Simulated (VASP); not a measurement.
# KMgH3 (P4/mmm) in VASP: further runs

KMgH3 is run at these levels: LDA; tasks: single point.

All numbers are computed with VASP 6.6.1; they aren't measurements. Logs are shortened: lines on timing, memory, paths and dates and some standing lists are left out, and cuts for length are marked.

## Step 1: The cell of the first run

Symmetry: P4/mmm, No. 123, tetragonal system. Conventional cell: a = 4.025 Å, b = 4.025 Å, c = 3.824 Å, α = 90.00°, β = 90.00°, γ = 90.00°. Within 3.7 Å of K (site symmetry 4/mmm) lie 12 H at 2.78 to 2.85 Å and 8 Mg at 3.43 Å. Mg (site symmetry 4/mmm) has 6 H at 1.91 to 2.01 Å within 2.5 Å. Within 2.7 Å of H (site symmetry mmm) lie 2 Mg at 2.01 Å. H (site symmetry 4/mmm) has 2 Mg at 1.91 Å within 2.5 Å.

## Step 2: Single point, LDA (strain +0.000 along x and y, -0.050 along z)

Contents of INCAR:

```
SYSTEM = KMgH3
ALGO = Normal ; EDIFF = 1E-6
ENCUT = 520 ; ISIF = 2
ISMEAR = 0 ; LASPH = .TRUE.
LCHARG = .FALSE. ; LREAL = .FALSE.
LWAVE = .FALSE. ; NBANDS = 15
NELM = 80 ; PREC = Accurate
SIGMA = 0.05
```

Contents of KPOINTS:

```
k-points
0
G
  8 8 8
  0 0 0
```

Contents of POSCAR:

```
KMgH3
1.0
    4.0250000000      0.0000000000      0.0000000000
    0.0000000000      4.0250000000      0.0000000000
    0.0000000000      0.0000000000      3.8237500000
K Mg H
1 1 3
Direct
    0.0000000000      0.0000000000      0.0000000000
    0.5000000000      0.5000000000      0.5000000000
    0.0000000000      0.5000000000      0.5000000000
    0.5000000000      0.0000000000      0.5000000000
    0.5000000000      0.5000000000      0.0000000000
```

Potentials or basis: VASP PAW LDA potentials, release 64 (K_sv, Mg, H).

Launch:

```console
cat potpaw_LDA.64/K_sv/POTCAR potpaw_LDA.64/Mg/POTCAR potpaw_LDA.64/H/POTCAR > POTCAR
mpirun -np 1 vasp_std > vasp.out
```

OUTCAR:

```text
SYSTEM = KMgH3
   EDIFF = 1E-6
   ENCUT = 520
   ISIF = 2
   ISMEAR = 0
   LASPH = .TRUE.
   LREAL = .FALSE.
   NELM = 80
   PREC = Accurate

 ion  position               nearest neighbor table
   1  0.000  0.000  0.000-   2 3.43   2 3.43   2 3.43   2 3.43   2 3.43   2 3.43   2 3.43   2 3.43

   2  0.500  0.500  0.500-   5 1.91   5 1.91   3 2.01   4 2.01   4 2.01   3 2.01   1 3.43   1 3.43
                             1 3.43   1 3.43   1 3.43   1 3.43   1 3.43   1 3.43
   3  0.000  0.500  0.500-   2 2.01   2 2.01
   4  0.500  0.000  0.500-   2 2.01   2 2.01
   5  0.500  0.500  0.000-   2 1.91   2 1.91

  LATTYP: Found a simple tetragonal cell.
 ALAT       =     4.0250000000
 C/A-ratio  =     0.9500000000

  Lattice vectors:

 A1 = (   4.0250000000,   0.0000000000,   0.0000000000)
 A2 = (   0.0000000000,   4.0250000000,   0.0000000000)
 A3 = (   0.0000000000,   0.0000000000,   3.8237500000)

Analysis of symmetry for initial positions (statically):
=====================================================================
 Subroutine PRICEL returns:
 Original cell was already a primitive cell.

 Routine SETGRP: Setting up the symmetry group for a
 simple tetragonal supercell.

 Subroutine GETGRP returns: Found 16 space group operations
 (whereof 16 operations were pure point group operations)
 out of a pool of 16 trial point group operations.

The static configuration has the point symmetry D_4h.

Analysis of symmetry for dynamics (positions and initial velocities):
=====================================================================
 Subroutine PRICEL returns:
 Original cell was already a primitive cell.

 Routine SETGRP: Setting up the symmetry group for a
 simple tetragonal supercell.

 Subroutine GETGRP returns: Found 16 space group operations
 (whereof 16 operations were pure point group operations)
 out of a pool of 16 trial point group operations.

The dynamic configuration has the point symmetry D_4h.

 Subroutine INISYM returns: Found 16 space group operations
 (whereof 16 operations are pure point group operations),
 and found     1 'primitive' translations

----------------------------------------------------------------------------------------

                                     Primitive cell

  volume of cell :      61.9471

  direct lattice vectors                    reciprocal lattice vectors
     4.025000000  0.000000000  0.000000000     0.248447205  0.000000000  0.000000000
     0.000000000  4.025000000  0.000000000     0.000000000  0.248447205  0.000000000
     0.000000000  0.000000000  3.823750000     0.000000000  0.000000000  0.261523374

  length of vectors
     4.025000000  4.025000000  3.823750000     0.248447205  0.248447205  0.261523374

  position of ions in fractional coordinates (direct lattice)
     0.000000000  0.000000000  0.000000000
     0.500000000  0.500000000  0.500000000
     0.000000000  0.500000000  0.500000000
     0.500000000  0.000000000  0.500000000
     0.500000000  0.500000000  0.000000000

  ion indices of the primitive-cell ions
   primitive index   ion index
                 1           1
                 2           2
                 3           3
                 4           4
                 5           5

----------------------------------------------------------------------------------------

 KPOINTS: k-points

Automatic generation of k-mesh.
 Grid dimensions read from file:
 generate k-points for:    8    8    8

 Generating k-lattice:

  Cartesian coordinates                     Fractional coordinates (reciprocal lattice)
     0.031055901  0.000000000  0.000000000     0.125000000  0.000000000  0.000000000
     0.000000000  0.031055901  0.000000000     0.000000000  0.125000000  0.000000000
     0.000000000  0.000000000  0.032690422     0.000000000  0.000000000  0.125000000

  Length of vectors
     0.031055901  0.031055901  0.032690422

  Shift w.r.t. Gamma in fractional coordinates (k-lattice)
     0.000000000  0.000000000  0.000000000

 Subroutine IBZKPT returns following result:
 ===========================================

 Found     75 irreducible k-points:

 Following reciprocal coordinates:
            Coordinates               Weight
  0.000000  0.000000  0.000000      1.000000
  0.125000  0.000000  0.000000      4.000000
  0.250000  0.000000  0.000000      4.000000
  0.375000  0.000000  0.000000      4.000000
  0.500000  0.000000  0.000000      2.000000
  0.125000  0.125000  0.000000      4.000000
[... 16 lines left out ...]
  0.375000  0.125000  0.125000     16.000000
  0.500000  0.125000  0.125000      8.000000
 [... further k-points ...]
   k-points           NKPTS =     75   k-points in BZ     NKDIM =     75   number of bands    NBANDS=     15
   number of dos      NEDOS =    301   number of ions     NIONS =      5
   total plane-waves  NPLWV =  25200
   dimension x,y,z NGX =    30 NGY =   30 NGZ =   28
   dimension x,y,z NGXF=    60 NGYF=   60 NGZF=   56
   ions per type =               1   1   3
   NGX,Y,Z   is equivalent  to a cutoff of  12.39, 12.39, 12.17 a.u.
   NGXF,Y,Z  is equivalent  to a cutoff of  24.78, 24.78, 24.35 a.u.
 SYSTEM =  KMgH3
   PREC   = accura    normal or accurate (medium, high low for compatibility)
   ISTART =      0    job   : 0-new  1-cont  2-samecut
   ICHARG =      2    charge: 1-file 2-atom 10-const
   ISPIN  =      1    spin polarized calculation?
   LNONCOLLINEAR =      F non collinear calculations
   LSORBIT =      F    spin-orbit coupling
   LASPH  =      T    aspherical Exc in radial PAW
   ENCUT  =  520.0 eV  38.22 Ry    6.18 a.u.   7.48  7.48  7.11*2*pi/ulx,y,z
   NELM   =     80;   NELMIN=  2; NELMDL= -5     # of ELM steps
   EDIFF  = 0.1E-05   stopping-criterion for ELM
   LREAL  =      F    real-space projection
   EDIFFG = 0.1E-04   stopping-criterion for IOM
   NSW    =      0    number of steps for IOM
   IBRION =     -1    ionic relax: 0-MD 1-quasi-New 2-CG
   NFREE  =      0    steps in history (QN), initial steepest desc. (CG)
   ISIF   =      2    stress and relaxation
   ISYM   =      2    0-nonsym 1-usesym 2-fastsym
   POTIM  = 0.5000    time-step for ionic-motion
   TEBEG  =    0.0;   TEEND  =   0.0 temperature during run
   PSTRESS=    0.0 pullay stress
   NELECT =      14.0000    total number of electrons
   NUPDOWN=      -1.0000    fix difference up-down
   EMIN   =  10.00;   EMAX   =-10.00  energy-range for DOS
   EFERMI =   0.00;   METHOD = LEGACY
   ISMEAR =     0;   SIGMA  =   0.05  broadening in eV -4-tet -1-fermi 0-gaus
   EFERMI_NEDOS =   21; number of points for ismear=-14 and -15
   IALGO  =     38    algorithm
   IMIX   =      4    mixing-type and parameters
     AMIX     =   0.40;   BMIX     =  1.00
     AMIX_MAG =   1.60;   BMIX_MAG =  1.00
  volume/ion in A,a.u.               =      12.39        83.61
  Fermi-wavevector in a.u.,A,eV,Ry     =   0.997188  1.884412 13.529417  0.994384
  Thomas-Fermi vector in A             =   2.129327
   LORBIT       =      0    0 simple, 1 ext, 2 COOP (PROOUT), +10 PAW based schemes
   GGA     = CA    functional components
   LHFCALC =     F    Hartree Fock is set to
   AEXX    =    0.0000 exact exchange contribution
   IVDW    =     0    specifies the selected vdW correction
   LEPSILON=     F    determine dielectric tensor
   LRPA    =     F    only Hartree local field effects (RPA)
 non-spin polarized calculation
 Gauss-broadening in eV      SIGMA  =   0.05
  energy-cutoff  :      520.00
  volume of cell :       61.95
 maximum number of plane-waves:      1690
 NGX is ok and might be reduce to    30
   NGX = 15   NGY = 15   NGZ = 15

 number of electron      13.9999998 magnetization

 Free energy of the ion-electron system (eV)
  ---------------------------------------------------
  ext. energy  EPLUGINS =         0.00000000
  ---------------------------------------------------
  free energy    TOTEN  =       -15.11571166 eV

  energy without entropy =      -15.11571166  energy(sigma->0) =      -15.11571166

 E-fermi :   0.1538     XC(G=0):  -8.9996

 val. band max:       -0.0857666875   @ k =   0.5000   0.0000   0.0000
 cond. band min:       2.1486645001   @ k =   0.5000   0.5000   0.5000
 fundamental gap:      2.2344311876
 Fermi energy:         0.1537996017

 k-point     1 :       0.0000    0.0000    0.0000
  band No.  band energies     occupation
      1     -28.7548      2.00000
      2     -12.4648      2.00000
      3     -12.4648      2.00000
      4     -12.4139      2.00000
      5      -5.9017      2.00000
      6      -0.7381      2.00000
      7      -0.5284      2.00000
      8       5.3267      0.00000
      9       5.3267      0.00000
     10       6.1319      0.00000
     11       7.5574      0.00000
     12       8.2221      0.00000
     13       8.5298      0.00000
     14       8.9267      0.00000
     15       8.9267      0.00000

 k-point     2 :       0.1250    0.0000    0.0000
  band No.  band energies     occupation
      1     -28.7528      2.00000
      2     -12.5088      2.00000
      3     -12.4615      2.00000
      4     -12.4109      2.00000
      5      -5.7452      2.00000
      6      -0.9573      2.00000
      7      -0.5091      2.00000
      8       5.2388      0.00000
      9       5.4650      0.00000
     10       6.0338      0.00000
     11       7.2226      0.00000
     12       8.2894      0.00000
     13       8.5650      0.00000
     14       8.9839      0.00000
     15       8.9867      0.00000
[... 365 lines left out ...]
      3     -12.4769      2.00000
      4     -12.4422      2.00000
      5      -4.4493      2.00000
      6      -2.3205      2.00000
      7      -0.6533      2.00000
      8       4.5001      0.00000
      9       5.5280      0.00000
     10       6.1787      0.00000
     11       6.5599      0.00000
     12       8.2023      0.00000
     13       9.0996      0.00000
     14       9.4459      0.00000
     15       9.7196      0.00000

 k-point    24 :       0.5000    0.1250    0.1250
  band No.  band energies     occupation
      1     -28.7358      2.00000
      2     -12.7256      2.00000
      3     -12.4726      2.00000
      4     -12.4382      2.00000
      5      -4.0357      2.00000
      6      -2.8212      2.00000
      7      -0.6050      2.00000
      8       4.7199      0.00000
      9       5.3486      0.00000
     10       6.1159      0.00000
     11       6.1943      0.00000
     12       8.7396      0.00000
     13       8.8068      0.00000
     14       9.8448      0.00000
     15       9.9225      0.00000

 [... further k-points ...]
[... 5 lines left out ...]
  --------------------------------------------------------------------------------------
  -------------------------------------------------------------------------------------
  Total       -0.9184260     -0.9184260      0.2003253      0.0000000      0.0000000      0.0000000
  in kB      -23.7538205    -23.7538205      5.1811371      0.0000000      0.0000000      0.0000000
  external PRESSURE =     -14.1088347 kB  Pullay stress =       0.0000000 kB

 VOLUME and BASIS-vectors are now :
 -----------------------------------------------------------------------------
  energy-cutoff  :      520.00
  volume of cell :       61.95
      direct lattice vectors                 reciprocal lattice vectors
     4.025000000  0.000000000  0.000000000     0.248447205  0.000000000  0.000000000
     0.000000000  4.025000000  0.000000000     0.000000000  0.248447205  0.000000000
     0.000000000  0.000000000  3.823750000     0.000000000  0.000000000  0.261523374

 POSITION                                       TOTAL-FORCE (eV/Angst)
 -----------------------------------------------------------------------------------
      0.00000      0.00000      0.00000         0.000000      0.000000      0.000000
      2.01250      2.01250      1.91187         0.000000      0.000000      0.000000
      0.00000      2.01250      1.91187         0.000000      0.000000      0.000000
      2.01250      0.00000      1.91187         0.000000      0.000000      0.000000
      2.01250      2.01250      0.00000         0.000000      0.000000      0.000000
 -----------------------------------------------------------------------------------
    total drift:                                0.000000      0.000000     -0.000000

  FREE ENERGIE OF THE ION-ELECTRON SYSTEM (eV)
  ---------------------------------------------------
  free  energy   TOTEN  =       -15.1157116640 eV

  energy  without entropy=      -15.1157116640  energy(sigma->0) =      -15.11571166
```

It took 20 s on 1 thread of Intel Xeon 6975P-C (Granite Rapids), shared host; peak memory 0.19 GiB.

Results:

```yaml
Free_energy: -15.1157 eV
Pressure: -1.4 GPa
Band_gap_on_the_k_mesh: 2.23 eV, indirect (least direct gap 4.44 eV)
```

Stress tensor (GPa, compression positive):
```
-2.38  0.00  0.00
 0.00 -2.38  0.00
 0.00  0.00  0.52
```

Caveat: the cell differs from its parent crystal (strain +0.000 along x and y, -0.050 along z). A k mesh can miss the band edges.

(Part 1 of 2 ends here.)
